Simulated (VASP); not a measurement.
# Sn3GeSe (P4mm) in VASP: notebook

The runs below take Sn3GeSe through single point, relaxation of cell and atoms, with PBE.

All numbers are computed with VASP 6.6.1; they aren't measurements. Logs are shortened: lines on timing, memory, paths and dates and some standing lists are left out, and cuts for length are marked.

## Step 1: The cell of the first run

Symmetry: P4mm, No. 99, tetragonal system. Conventional cell: a = 4.975 Å, b = 4.975 Å, c = 5.545 Å, α = 90.00°, β = 90.00°, γ = 90.00°. Sn (site symmetry 4mm) has 4 Sn at 2.71 Å and 4 Se at 3.52 Å within 3.6 Å. Within 3.6 Å of Sn (site symmetry 2mm) lie 6 Sn at 2.71 to 3.52 Å and 2 Se at 2.77 Å and 2 Ge at 3.33 Å. Within 2.8 Å of Ge (site symmetry 4mm) lie 1 Se at 2.11 Å. Se (site symmetry 4mm) has 1 Ge at 2.11 Å and 4 Sn at 2.77 Å within 2.8 Å.

The cell was generated, and may not be a known phase.

## Step 2: Single point, PBE

Input file INCAR:

```
PREC     = Accurate       # precision mode
ENCUT    = 520            # plane-wave cutoff, eV
EDIFF    = 1E-6           # SCF threshold, eV
ISMEAR   = 0              # smearing method
SIGMA    = 0.1            # smearing width, eV
LREAL    = False          # projectors in reciprocal space
LASPH    = True           # aspherical terms in the spheres
NELM     = 60             # most SCF steps
ALGO     = Normal         # electronic algorithm
ISIF     = 2              # what is computed and relaxed
LWAVE    = False          # write WAVECAR
LCHARG   = False          # write CHGCAR
GGA      = PE             # functional
NBANDS   = 39             # bands
```

Input file KPOINTS:

```
regular mesh
0
Gamma
  4 4 4
```

Input file POSCAR:

```
Sn3GeSe
1.0
    4.9754073300      0.0000000000      0.0000000000
    0.0000000000      4.9754073300      0.0000000000
    0.0000000000      0.0000000000      5.5454612300
Sn Ge Se
3 1 1
Direct
    0.0000000000      0.0000000000      0.9330971900
    0.5000000000      0.0000000000      0.7382687500
    0.0000000000      0.5000000000      0.7382687500
    0.5000000000      0.5000000000      0.3383879900
    0.5000000000      0.5000000000      0.9576786100
```

Potentials or basis: VASP PAW PBE potentials, release 64 (Sn_d, Ge_d, Se).

Run with:

```sh
cat potpaw_PBE.64/Sn_d/POTCAR potpaw_PBE.64/Ge_d/POTCAR potpaw_PBE.64/Se/POTCAR > POTCAR
mpirun -np 1 vasp_std > vasp.out
```

OUTCAR:

```text
PREC = Accurate
   ENCUT = 520
   EDIFF = 1E-6
   ISMEAR = 0
   LREAL = False
   LASPH = True
   NELM = 60
   ISIF = 2
   GGA = PE

 ion  position               nearest neighbor table
   1  0.000  0.000  0.933-   2 2.71   3 2.71   3 2.71   2 2.71
   2  0.500  0.000  0.738-   1 2.71   1 2.71   5 2.77   5 2.77   4 3.33   4 3.33   3 3.52   3 3.52
                             3 3.52   3 3.52
   3  0.000  0.500  0.738-   1 2.71   1 2.71   5 2.77   5 2.77   4 3.33   4 3.33   2 3.52   2 3.52
                             2 3.52   2 3.52
   4  0.500  0.500  0.338-   5 2.11   3 3.33   2 3.33   2 3.33   3 3.33
   5  0.500  0.500  0.958-   4 2.11   3 2.77   2 2.77   2 2.77   3 2.77

  LATTYP: Found a simple tetragonal cell.
 ALAT       =     4.9754073300
 C/A-ratio  =     1.1145743177

  Lattice vectors:

 A1 = (   4.9754073300,   0.0000000000,   0.0000000000)
 A2 = (   0.0000000000,   4.9754073300,   0.0000000000)
 A3 = (   0.0000000000,   0.0000000000,   5.5454612300)

Analysis of symmetry for initial positions (statically):
=====================================================================
 Subroutine PRICEL returns:
 Original cell was already a primitive cell.

 Routine SETGRP: Setting up the symmetry group for a
 simple tetragonal supercell.

 Subroutine GETGRP returns: Found  8 space group operations
 (whereof  8 operations were pure point group operations)
 out of a pool of 16 trial point group operations.

The static configuration has the point symmetry C_4v.

Analysis of symmetry for dynamics (positions and initial velocities):
=====================================================================
 Subroutine PRICEL returns:
 Original cell was already a primitive cell.

 Routine SETGRP: Setting up the symmetry group for a
 simple tetragonal supercell.

 Subroutine GETGRP returns: Found  8 space group operations
 (whereof  8 operations were pure point group operations)
 out of a pool of 16 trial point group operations.

The dynamic configuration has the point symmetry C_4v.

 Subroutine INISYM returns: Found  8 space group operations
 (whereof  8 operations are pure point group operations),
 and found     1 'primitive' translations

----------------------------------------------------------------------------------------

                                     Primitive cell

  volume of cell :     137.2761

  direct lattice vectors                    reciprocal lattice vectors
     4.975407330  0.000000000  0.000000000     0.200988569  0.000000000  0.000000000
     0.000000000  4.975407330  0.000000000     0.000000000  0.200988569  0.000000000
     0.000000000  0.000000000  5.545461230     0.000000000  0.000000000  0.180327651

  length of vectors
     4.975407330  4.975407330  5.545461230     0.200988569  0.200988569  0.180327651

  position of ions in fractional coordinates (direct lattice)
     0.000000000  0.000000000  0.933097190
     0.500000000  0.000000000  0.738268750
     0.000000000  0.500000000  0.738268750
     0.500000000  0.500000000  0.338387990
     0.500000000  0.500000000  0.957678610

  ion indices of the primitive-cell ions
   primitive index   ion index
                 1           1
                 2           2
                 3           3
                 4           4
                 5           5

----------------------------------------------------------------------------------------

 KPOINTS: regular mesh

Automatic generation of k-mesh.
 Grid dimensions read from file:
 generate k-points for:    4    4    4

 Generating k-lattice:

  Cartesian coordinates                     Fractional coordinates (reciprocal lattice)
     0.050247142  0.000000000  0.000000000     0.250000000  0.000000000  0.000000000
     0.000000000  0.050247142  0.000000000     0.000000000  0.250000000  0.000000000
     0.000000000  0.000000000  0.045081913     0.000000000  0.000000000  0.250000000

  Length of vectors
     0.050247142  0.050247142  0.045081913

  Shift w.r.t. Gamma in fractional coordinates (k-lattice)
     0.000000000  0.000000000  0.000000000

 Subroutine IBZKPT returns following result:
 ===========================================

 Found     18 irreducible k-points:

 Following reciprocal coordinates:
            Coordinates               Weight
  0.000000  0.000000  0.000000      1.000000
  0.250000  0.000000  0.000000      4.000000
  0.500000  0.000000  0.000000      2.000000
  0.250000  0.250000  0.000000      4.000000
  0.500000  0.250000  0.000000      4.000000
  0.500000  0.500000  0.000000      1.000000
[... 10 lines left out ...]
  0.500000  0.250000  0.500000      4.000000
  0.500000  0.500000  0.500000      1.000000
   k-points           NKPTS =     18   k-points in BZ     NKDIM =     18   number of bands    NBANDS=     39
   number of dos      NEDOS =    301   number of ions     NIONS =      5
   total plane-waves  NPLWV =  67200
   dimension x,y,z NGX =    40 NGY =   40 NGZ =   42
   dimension x,y,z NGXF=    80 NGYF=   80 NGZF=   84
   ions per type =               3   1   1
   NGX,Y,Z   is equivalent  to a cutoff of  13.37, 13.37, 12.59 a.u.
   NGXF,Y,Z  is equivalent  to a cutoff of  26.73, 26.73, 25.18 a.u.
 SYSTEM =  unknown system
   PREC   = accura    normal or accurate (medium, high low for compatibility)
   ISTART =      0    job   : 0-new  1-cont  2-samecut
   ICHARG =      2    charge: 1-file 2-atom 10-const
   ISPIN  =      1    spin polarized calculation?
   LNONCOLLINEAR =      F non collinear calculations
   LSORBIT =      F    spin-orbit coupling
   LASPH  =      T    aspherical Exc in radial PAW
   ENCUT  =  520.0 eV  38.22 Ry    6.18 a.u.   9.25  9.25 10.31*2*pi/ulx,y,z
   NELM   =     60;   NELMIN=  2; NELMDL= -5     # of ELM steps
   EDIFF  = 0.1E-05   stopping-criterion for ELM
   LREAL  =      F    real-space projection
   EDIFFG = 0.1E-04   stopping-criterion for IOM
   NSW    =      0    number of steps for IOM
   IBRION =     -1    ionic relax: 0-MD 1-quasi-New 2-CG
   NFREE  =      0    steps in history (QN), initial steepest desc. (CG)
   ISIF   =      2    stress and relaxation
   ISYM   =      2    0-nonsym 1-usesym 2-fastsym
   POTIM  = 0.5000    time-step for ionic-motion
   TEBEG  =    0.0;   TEEND  =   0.0 temperature during run
   PSTRESS=    0.0 pullay stress
   NELECT =      62.0000    total number of electrons
   NUPDOWN=      -1.0000    fix difference up-down
   EMIN   =  10.00;   EMAX   =-10.00  energy-range for DOS
   EFERMI =   0.00;   METHOD = LEGACY
   ISMEAR =     0;   SIGMA  =   0.10  broadening in eV -4-tet -1-fermi 0-gaus
   EFERMI_NEDOS =   21; number of points for ismear=-14 and -15
   IALGO  =     38    algorithm
   IMIX   =      4    mixing-type and parameters
     AMIX     =   0.40;   BMIX     =  1.00
     AMIX_MAG =   1.60;   BMIX_MAG =  1.00
  volume/ion in A,a.u.               =      27.46       185.28
  Fermi-wavevector in a.u.,A,eV,Ry     =   1.256050  2.373591 21.465404  1.577663
  Thomas-Fermi vector in A             =   2.389777
   LORBIT       =      0    0 simple, 1 ext, 2 COOP (PROOUT), +10 PAW based schemes
   GGA     = PE    functional components
   LHFCALC =     F    Hartree Fock is set to
   AEXX    =    0.0000 exact exchange contribution
   IVDW    =     0    specifies the selected vdW correction
   LEPSILON=     F    determine dielectric tensor
   LRPA    =     F    only Hartree local field effects (RPA)
 non-spin polarized calculation
 Gauss-broadening in eV      SIGMA  =   0.10
  energy-cutoff  :      520.00
  volume of cell :      137.28
 maximum number of plane-waves:      3724
 NGX is ok and might be reduce to    40
   NGX = 19   NGY = 19   NGZ = 21

 number of electron      61.9999993 magnetization

 Free energy of the ion-electron system (eV)
  ---------------------------------------------------
  ext. energy  EPLUGINS =         0.00000000
  ---------------------------------------------------
  free energy    TOTEN  =       -15.97377900 eV

  energy without entropy =      -15.93696170  energy(sigma->0) =      -15.95537035

 E-fermi :   5.9886     XC(G=0):  -9.5523

 val. band max:        5.9695876021   @ k =   0.2500   0.2500   0.0000
 cond. band min:       5.9970634714   @ k =   0.5000   0.2500   0.5000
 fundamental gap:      0.0274758693
 Fermi energy:         5.9885912868

 k-point     1 :       0.0000    0.0000    0.0000
  band No.  band energies     occupation
      1     -18.7476      2.00000
      2     -18.6401      2.00000
      3     -18.6401      2.00000
      4     -18.6084      2.00000
      5     -18.6075      2.00000
      6     -15.9082      2.00000
[... 31 lines left out ...]
     38      10.4031      0.00000
     39      11.6145      0.00000

 k-point     2 :       0.2500    0.0000    0.0000
  band No.  band energies     occupation
      1     -18.7475      2.00000
      2     -18.6401      2.00000
      3     -18.6401      2.00000
      4     -18.6082      2.00000
      5     -18.6075      2.00000
      6     -15.9229      2.00000
[... 31 lines left out ...]
     38      10.6084      0.00000
     39      11.6370      0.00000

 k-point     3 :       0.5000    0.0000    0.0000
  band No.  band energies     occupation
      1     -18.7474      2.00000
      2     -18.6401      2.00000
      3     -18.6400      2.00000
      4     -18.6081      2.00000
      5     -18.6075      2.00000
      6     -15.9313      2.00000
[... 31 lines left out ...]
     38      10.8830      0.00000
     39      11.7534      0.00000

 k-point     4 :       0.2500    0.2500    0.0000
  band No.  band energies     occupation
      1     -18.7474      2.00000
      2     -18.6401      2.00000
      3     -18.6401      2.00000
      4     -18.6081      2.00000
      5     -18.6075      2.00000
      6     -15.9292      2.00000
[... 31 lines left out ...]
     38      10.4291      0.00000
     39      12.0194      0.00000
[... 502 lines left out ...]
     38      11.0359      0.00000
     39      11.0877      0.00000

 k-point    17 :       0.5000    0.2500    0.5000
  band No.  band energies     occupation
      1     -18.7460      2.00000
      2     -18.6402      2.00000
      3     -18.6402      2.00000
      4     -18.6080      2.00000
      5     -18.6076      2.00000
      6     -15.9287      2.00000
[... 31 lines left out ...]
     38      10.8983      0.00000
     39      11.7057      0.00000

 k-point    18 :       0.5000    0.5000    0.5000
  band No.  band energies     occupation
      1     -18.7460      2.00000
      2     -18.6402      2.00000
      3     -18.6402      2.00000
      4     -18.6079      2.00000
      5     -18.6076      2.00000
      6     -15.9048      2.00000
[... 31 lines left out ...]
     38      11.6058      0.00000
     39      11.6195      0.00000

------------------------ aborting loop because EDIFF is reached ----------------------------------------

  FORCE on cell =-STRESS in cart. coord.  units (eV):
  Direction    XX          YY          ZZ          XY          YZ          ZX
  --------------------------------------------------------------------------------------
  -------------------------------------------------------------------------------------
  Total       13.0582277     13.0582277     11.5376061      0.0000000      0.0000000      0.0000000
  in kB      152.4052275    152.4052275    134.6577442      0.0000000      0.0000000      0.0000000
  external PRESSURE =     146.4893997 kB  Pullay stress =       0.0000000 kB

 VOLUME and BASIS-vectors are now :
 -----------------------------------------------------------------------------
  energy-cutoff  :      520.00
  volume of cell :      137.28
      direct lattice vectors                 reciprocal lattice vectors
     4.975407330  0.000000000  0.000000000     0.200988569  0.000000000  0.000000000
     0.000000000  4.975407330  0.000000000     0.000000000  0.200988569  0.000000000
     0.000000000  0.000000000  5.545461230     0.000000000  0.000000000  0.180327651

 POSITION                                       TOTAL-FORCE (eV/Angst)
 -----------------------------------------------------------------------------------
      0.00000      0.00000      5.17445         0.000000     -0.000000      2.608100
      2.48770      0.00000      4.09404         0.000000     -0.000000     -2.593058
      0.00000      2.48770      4.09404         0.000000      0.000000     -2.593058
      2.48770      2.48770      1.87652         0.000000     -0.000000      5.878370
      2.48770      2.48770      5.31077         0.000000      0.000000     -3.300354
 -----------------------------------------------------------------------------------
    total drift:                               -0.000000      0.000000      0.001422

  FREE ENERGIE OF THE ION-ELECTRON SYSTEM (eV)
  ---------------------------------------------------
  free  energy   TOTEN  =       -15.9737789963 eV

  energy  without entropy=      -15.9369616998  energy(sigma->0) =      -15.95537035
```

Run time: 44 s. Hardware: 1 thread of Intel Xeon 6975P-C (Granite Rapids), shared host; peak memory 0.29 GiB.

What came out:

* Free energy: -15.9738 eV
* Pressure: 14.6 GPa
* Largest force: 5.878 eV/Å
* Band gap on the k mesh: zero (bands 31 and 32 overlap by 1.74 eV)

Forces on the atoms (eV/Å):
```
Sn   0.000  0.000  2.608
Sn   0.000  0.000 -2.593
Sn   0.000  0.000 -2.593
Ge   0.000  0.000  5.878
Se   0.000  0.000 -3.300
```

Stress tensor (GPa, compression positive):
```
15.24  0.00  0.00
 0.00 15.24  0.00
 0.00  0.00 13.47
```

Caveat: the cell stands under pressure; spin-orbit coupling is left out, which moves the levels of the heavy elements; forces of over 1 eV/Å act on the atoms, so gaps and moduli don't describe the material at rest.

(Part 1 of 3 ends here.)

The gap in the log of VASP goes by the Fermi energy; the results here count the filled bands.